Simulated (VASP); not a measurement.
# Rb (Im-3m) in VASP: notebook

Rb is run at these levels: r2SCAN; tasks: single point.

Program: VASP 6.6.1. These are calculated values, not measurements. Logs are shortened: lines on timing, memory, paths and dates and some standing lists are left out, and cuts for length are marked.

### 1 The cell of the first run

It takes space group Im-3m (No. 229, cubic). Conventional cell: a = 5.735 Å, b = 5.735 Å, c = 5.735 Å, α = 90.00°, β = 90.00°, γ = 90.00°.

### 2 Single point, r2SCAN

Contents of POSCAR:

```
Rb
1.0
   -2.8677202310      2.8677202310      2.8677202310
    2.8677202310     -2.8677202310      2.8677202310
    2.8677202310      2.8677202310     -2.8677202310
Rb
1
Direct
    0.0000000000      0.0000000000      0.0000000000
```

Contents of INCAR.step1:

```
SYSTEM = Rb
  PREC = Accurate
  ENCUT = 520
  ISMEAR = 0
  SIGMA = 1.0
  LREAL = .FALSE.
  LASPH = .TRUE.
  NELM = 80
  NBANDS = 10
  GGA = PE
  ALGO = Normal
  EDIFF = 1E-4
  LWAVE = .TRUE.
  LCHARG = .FALSE.
```

Contents of INCAR.step2:

```
SYSTEM = Rb
  PREC = Accurate
  ENCUT = 520
  EDIFF = 1E-7
  ISMEAR = 0
  SIGMA = 1.0
  LREAL = .FALSE.
  LASPH = .TRUE.
  NELM = 80
  ALGO = Normal
  ISIF = 2
  LWAVE = .FALSE.
  LCHARG = .FALSE.
  METAGGA = R2SCAN
  LMIXTAU = .TRUE.
  NBANDS = 10
  ISTART = 1
```

Contents of KPOINTS:

```
regular mesh
0
G
  8 8 8
  0 0 0
```

Potentials or basis: VASP PAW PBE potentials, release 64 (Rb_sv).

On the command line:

```sh
$ cat potpaw_PBE.64/Rb_sv/POTCAR > POTCAR
$ cp INCAR.step1 INCAR
$ mpirun -np 1 vasp_std > vasp.out
$ cp INCAR.step2 INCAR
$ mpirun -np 1 vasp_std > vasp.out
```

OUTCAR:

```text
SYSTEM = Rb
   PREC = Accurate
   ENCUT = 520
   EDIFF = 1E-7
   ISMEAR = 0
   LREAL = .FALSE.
   LASPH = .TRUE.
   NELM = 80
   ISIF = 2
   METAGGA = R2SCAN
   ISTART = 1

 ion  position               nearest neighbor table
   1  0.000  0.000  0.000-

  LATTYP: Found a body centered cubic cell.
 ALAT       =     5.7354404620

  Lattice vectors:

 A1 = (  -2.8677202310,   2.8677202310,   2.8677202310)
 A2 = (   2.8677202310,  -2.8677202310,   2.8677202310)
 A3 = (   2.8677202310,   2.8677202310,  -2.8677202310)

Analysis of symmetry for initial positions (statically):
=====================================================================
 Subroutine PRICEL returns:
 Original cell was already a primitive cell.

 Routine SETGRP: Setting up the symmetry group for a
 body centered cubic supercell.

 Subroutine GETGRP returns: Found 48 space group operations
 (whereof 48 operations were pure point group operations)
 out of a pool of 48 trial point group operations.

The static configuration has the point symmetry O_h .

Analysis of symmetry for dynamics (positions and initial velocities):
=====================================================================
 Subroutine PRICEL returns:
 Original cell was already a primitive cell.

 Routine SETGRP: Setting up the symmetry group for a
 body centered cubic supercell.

 Subroutine GETGRP returns: Found 48 space group operations
 (whereof 48 operations were pure point group operations)
 out of a pool of 48 trial point group operations.

The dynamic configuration has the point symmetry O_h .

 Subroutine INISYM returns: Found 48 space group operations
 (whereof 48 operations are pure point group operations),
 and found     1 'primitive' translations

----------------------------------------------------------------------------------------

                                     Primitive cell

  volume of cell :      94.3345

  direct lattice vectors                    reciprocal lattice vectors
    -2.867720231  2.867720231  2.867720231     0.000000000  0.174354525  0.174354525
     2.867720231 -2.867720231  2.867720231     0.174354525  0.000000000  0.174354525
     2.867720231  2.867720231 -2.867720231     0.174354525  0.174354525  0.000000000

  length of vectors
     4.967037142  4.967037142  4.967037142     0.246574535  0.246574535  0.246574535

  position of ions in fractional coordinates (direct lattice)
     0.000000000  0.000000000  0.000000000

  ion indices of the primitive-cell ions
   primitive index   ion index
                 1           1

----------------------------------------------------------------------------------------

 KPOINTS: regular mesh

Automatic generation of k-mesh.
 Grid dimensions read from file:
 generate k-points for:    8    8    8

 Generating k-lattice:

  Cartesian coordinates                     Fractional coordinates (reciprocal lattice)
     0.000000000  0.021794316  0.021794316     0.125000000  0.000000000  0.000000000
     0.021794316  0.000000000  0.021794316     0.000000000  0.125000000  0.000000000
     0.021794316  0.021794316  0.000000000     0.000000000  0.000000000  0.125000000

  Length of vectors
     0.030821817  0.030821817  0.030821817

  Shift w.r.t. Gamma in fractional coordinates (k-lattice)
     0.000000000  0.000000000  0.000000000

 Subroutine IBZKPT returns following result:
 ===========================================

 Found     29 irreducible k-points:

 Following reciprocal coordinates:
            Coordinates               Weight
  0.000000  0.000000  0.000000      1.000000
  0.125000  0.000000  0.000000     12.000000
  0.250000  0.000000  0.000000     12.000000
  0.375000  0.000000  0.000000     12.000000
  0.500000  0.000000  0.000000      6.000000
  0.125000  0.125000  0.000000     24.000000
[... 16 lines left out ...]
 -0.250000  0.250000  0.250000      6.000000
 -0.375000  0.375000  0.250000     24.000000
 [... further k-points ...]
   k-points           NKPTS =     29   k-points in BZ     NKDIM =     29   number of bands    NBANDS=     10
   number of dos      NEDOS =    301   number of ions     NIONS =      1
   total plane-waves  NPLWV =  64000
   dimension x,y,z NGX =    40 NGY =   40 NGZ =   40
   dimension x,y,z NGXF=    80 NGYF=   80 NGZF=   80
   ions per type =               1
   NGX,Y,Z   is equivalent  to a cutoff of  13.39, 13.39, 13.39 a.u.
   NGXF,Y,Z  is equivalent  to a cutoff of  26.78, 26.78, 26.78 a.u.
 SYSTEM =  Rb
   PREC   = accura    normal or accurate (medium, high low for compatibility)
   ISTART =      1    job   : 0-new  1-cont  2-samecut
   ICHARG =      0    charge: 1-file 2-atom 10-const
   ISPIN  =      1    spin polarized calculation?
   LNONCOLLINEAR =      F non collinear calculations
   LSORBIT =      F    spin-orbit coupling
   LASPH  =      T    aspherical Exc in radial PAW
   ENCUT  =  520.0 eV  38.22 Ry    6.18 a.u.   9.24  9.24  9.24*2*pi/ulx,y,z
   NELM   =     80;   NELMIN=  2; NELMDL=  0     # of ELM steps
   EDIFF  = 0.1E-06   stopping-criterion for ELM
   LREAL  =      F    real-space projection
   EDIFFG = 0.1E-05   stopping-criterion for IOM
   NSW    =      0    number of steps for IOM
   IBRION =     -1    ionic relax: 0-MD 1-quasi-New 2-CG
   NFREE  =      0    steps in history (QN), initial steepest desc. (CG)
   ISIF   =      2    stress and relaxation
   ISYM   =      2    0-nonsym 1-usesym 2-fastsym
   POTIM  = 0.5000    time-step for ionic-motion
   TEBEG  =    0.0;   TEEND  =   0.0 temperature during run
   PSTRESS=    0.0 pullay stress
   NELECT =       9.0000    total number of electrons
   NUPDOWN=      -1.0000    fix difference up-down
   EMIN   =  10.00;   EMAX   =-10.00  energy-range for DOS
   EFERMI =   0.00;   METHOD = LEGACY
   ISMEAR =     0;   SIGMA  =   1.00  broadening in eV -4-tet -1-fermi 0-gaus
   EFERMI_NEDOS =   21; number of points for ismear=-14 and -15
   IALGO  =     38    algorithm
   IMIX   =      4    mixing-type and parameters
     AMIX     =   0.40;   BMIX     =  1.00
     AMIX_MAG =   1.60;   BMIX_MAG =  1.00
  volume/ion in A,a.u.               =      94.33       636.60
  Fermi-wavevector in a.u.,A,eV,Ry     =   0.748053  1.413615  7.613588  0.559583
  Thomas-Fermi vector in A             =   1.844251
   LORBIT       =      0    0 simple, 1 ext, 2 COOP (PROOUT), +10 PAW based schemes
   METAGGA = R2SCAN    functional components
   LHFCALC =     F    Hartree Fock is set to
   AEXX    =    0.0000 exact exchange contribution
   IVDW    =     0    specifies the selected vdW correction
   LEPSILON=     F    determine dielectric tensor
   LRPA    =     F    only Hartree local field effects (RPA)
 non-spin polarized calculation
 Gauss-broadening in eV      SIGMA  =   1.00
  energy-cutoff  :      520.00
  volume of cell :       94.33
 maximum number of plane-waves:      2556
 NGX is ok and might be reduce to    40
   NGX = 19   NGY = 19   NGZ = 19

 number of electron       9.0000000 magnetization

 Free energy of the ion-electron system (eV)
  ---------------------------------------------------
  ext. energy  EPLUGINS =         0.00000000
  ---------------------------------------------------
  free energy    TOTEN  =       -14.13069821 eV

  energy without entropy =      -13.71026818  energy(sigma->0) =      -13.92048320

 E-fermi :  -0.1143     XC(G=0):  -5.6234

 val. band max:       -0.1696300356   @ k =   0.2500   0.1250   0.1250
 cond. band min:      -0.0240492064   @ k =   0.2500   0.2500   0.0000
 fundamental gap:      0.1455808292
 Fermi energy:        -0.1143270710

 k-point     1 :       0.0000    0.0000    0.0000
  band No.  band energies     occupation
      1     -30.1041      2.00000
      2     -13.5984      2.00000
      3     -13.5984      2.00000
      4     -13.5984      2.00000
      5      -2.0432      1.99363
      6       4.0833      0.00000
      7       4.0833      0.00000
      8       4.0833      0.00000
      9       5.0218      0.00000
     10       5.0218      0.00000

 k-point     2 :       0.1250    0.0000    0.0000
  band No.  band energies     occupation
      1     -30.1036      2.00000
      2     -13.6113      2.00000
      3     -13.6025      2.00000
      4     -13.5985      2.00000
      5      -1.8548      1.98616
      6       3.6899      0.00000
      7       3.8078      0.00000
      8       4.2532      0.00000
      9       4.7444      0.00000
     10       4.9322      0.00000

 k-point     3 :       0.2500    0.0000    0.0000
  band No.  band energies     occupation
      1     -30.1022      2.00000
      2     -13.6418      2.00000
      3     -13.6124      2.00000
      4     -13.5985      2.00000
      5      -1.3137      1.91016
      6       2.6584      0.00009
      7       3.3342      0.00000
      8       4.7515      0.00000
      9       4.8487      0.00000
     10       4.8746      0.00000

 k-point     4 :       0.3750    0.0000    0.0000
  band No.  band energies     occupation
      1     -30.1009      2.00000
      2     -13.6718      2.00000
      3     -13.6222      2.00000
      4     -13.5986      2.00000
      5      -0.4925      1.40727
      6       1.5913      0.01586
      7       2.9880      0.00001
      8       4.8559      0.00000
      9       5.0495      0.00000
     10       5.5418      0.00000

 k-point     5 :       0.5000    0.0000    0.0000
  band No.  band energies     occupation
      1     -30.1004      2.00000
      2     -13.6841      2.00000
      3     -13.6263      2.00000
      4     -13.5987      2.00000
      5       0.3582      0.50401
      6       0.6848      0.25844
      7       2.8659      0.00003
      8       4.7132      0.00000
      9       5.3981      0.00000
     10       5.6890      0.00000

 k-point     6 :       0.1250    0.1250    0.0000
  band No.  band energies     occupation
      1     -30.1026      2.00000
      2     -13.6322      2.00000
      3     -13.6073      2.00000
      4     -13.6015      2.00000
      5      -1.4897      1.94823
      6       3.0723      0.00001
      7       3.3198      0.00000
      8       4.5507      0.00000
      9       4.5669      0.00000
     10       5.2048      0.00000
[... 183 lines left out ...]
 k-point    21 :      -0.3750   -0.3750    0.1250
  band No.  band energies     occupation
      1     -30.0993      2.00000
      2     -13.6601      2.00000
      3     -13.6601      2.00000
      4     -13.6150      2.00000
      5       1.1059      0.08442
      6       1.1059      0.08442
      7       1.7173      0.00959
      8       4.5837      0.00000
      9       4.5837      0.00000
     10       5.1722      0.00000

 k-point    22 :       0.2500    0.2500    0.2500
  band No.  band energies     occupation
      1     -30.1001      2.00000
      2     -13.6403      2.00000
      3     -13.6403      2.00000
      4     -13.6403      2.00000
      5       1.3269      0.04154
      6       1.3269      0.04154
      7       1.3269      0.04154
      8       3.0880      0.00001
      9       5.8075      0.00000
     10       5.8075      0.00000

 k-point    23 :      -0.2500    0.2500    0.2500
  band No.  band energies     occupation
      1     -30.1006      2.00000
      2     -13.6432      2.00000
      3     -13.6275      2.00000
      4     -13.6275      2.00000
      5      -0.6439      1.54614
      6       2.4803      0.00024
      7       3.3130      0.00000
      8       3.3130      0.00000
      9       4.8626      0.00000
     10       4.9782      0.00000

 k-point    24 :      -0.3750    0.3750    0.2500
  band No.  band energies     occupation
      1     -30.0994      2.00000
      2     -13.6619      2.00000
      3     -13.6381      2.00000
      4     -13.6298      2.00000
      5       0.0993      0.76259
      6       1.7817      0.00733
      7       3.1839      0.00000
      8       3.2041      0.00000
      9       4.3808      0.00000
     10       5.5792      0.00000

 [... further k-points ...]

------------------------ aborting loop because EDIFF is reached ----------------------------------------

  FORCE on cell =-STRESS in cart. coord.  units (eV):
  Direction    XX          YY          ZZ          XY          YZ          ZX
  --------------------------------------------------------------------------------------
  -------------------------------------------------------------------------------------
  Total        0.0779344      0.0779344      0.0779344      0.0000000      0.0000000     -0.0000000
  in kB        1.3236384      1.3236384      1.3236384      0.0000000      0.0000000     -0.0000000
  external PRESSURE =       1.3236384 kB  Pullay stress =       0.0000000 kB

 VOLUME and BASIS-vectors are now :
 -----------------------------------------------------------------------------
  energy-cutoff  :      520.00
  volume of cell :       94.33
      direct lattice vectors                 reciprocal lattice vectors
    -2.867720231  2.867720231  2.867720231     0.000000000  0.174354525  0.174354525
     2.867720231 -2.867720231  2.867720231     0.174354525  0.000000000  0.174354525
     2.867720231  2.867720231 -2.867720231     0.174354525  0.174354525  0.000000000

 POSITION                                       TOTAL-FORCE (eV/Angst)
 -----------------------------------------------------------------------------------
      0.00000      0.00000      0.00000         0.000000     -0.000000     -0.000000
 -----------------------------------------------------------------------------------
    total drift:                               -0.000000      0.000000     -0.000000

  FREE ENERGIE OF THE ION-ELECTRON SYSTEM (eV)
  ---------------------------------------------------
  free  energy   TOTEN  =       -14.1306982118 eV

  energy  without entropy=      -13.7102681829  energy(sigma->0) =      -13.92048320
```

Run time: 60 s. Hardware: 1 thread of Intel Xeon 6975P-C (Granite Rapids), shared host; peak memory 0.25 GiB.

What came out:

```
Free energy            : -14.1307 eV
Pressure               : 0.1 GPa
Band gap on the k mesh : zero (an odd number of electrons rules out a gap without spin polarisation)
```

Caveat: so wide a smearing shifts energies and pressures; the PAW data sets were made with another functional, which shifts forces and pressure a little.

### 3 Single point, r2SCAN

POSCAR is that of step 2.

Contents of INCAR.step1:

```
SYSTEM = Rb
PREC = Accurate ; ENCUT = 520
ISMEAR = 1 ; SIGMA = 0.01
LREAL = .False. ; LASPH = .True.
NELM = 80 ; NBANDS = 10
GGA = PE ; ALGO = Normal
EDIFF = 1E-4 ; LWAVE = .True.
LCHARG = .False.
```

Contents of INCAR.step2:

```
SYSTEM = Rb
PREC = Accurate ; ENCUT = 520
EDIFF = 1E-6 ; ISMEAR = 1
SIGMA = 0.01 ; LREAL = .False.
LASPH = .True. ; NELM = 80
ALGO = Normal ; ISIF = 2
LWAVE = .False. ; LCHARG = .False.
METAGGA = R2SCAN ; LMIXTAU = .True.
NBANDS = 10 ; ISTART = 1
```

Contents of KPOINTS:

```
Automatic mesh
0
Gamma
  8 8 8
  0 0 0
```

Potentials or basis: VASP PAW PBE potentials, release 64 (Rb_sv).

On the command line:

```sh
$ cat potpaw_PBE.64/Rb_sv/POTCAR > POTCAR
$ cp INCAR.step1 INCAR
$ mpirun -np 1 vasp_std > vasp.out
$ cp INCAR.step2 INCAR
$ mpirun -np 1 vasp_std > vasp.out
```

Wall time 54 s (1 thread of Intel Xeon 6975P-C (Granite Rapids), shared host); peak memory 0.24 GiB.

Results (log left out):

- Free energy: -13.9115 eV
- Pressure: 0.0 GPa
- Band gap on the k mesh: zero (an odd number of electrons rules out a gap without spin polarisation)

Levels at points of the mesh, in eV from the Fermi level:
```tsv
k point	band 1	band 2	band 3	band 4	band 5	band 6	band 7	band 8
(0.00, 0.00, 0.00)	-30.20	-13.69	-13.69	-13.69	-2.14	3.98	3.98	3.98
(0.50, 0.00, 0.00)	-30.19	-13.78	-13.72	-13.69	0.26	0.59	2.77	4.62
(0.50, 0.50, 0.50)	-30.19	-13.75	-13.75	-13.75	1.24	1.24	3.32	3.32
```

Caveat: the PAW data sets were made with another functional, which shifts forces and pressure a little.

(Continued in part 2 of 2.)

The gap in the log of VASP goes by the Fermi energy; the results here count the filled bands.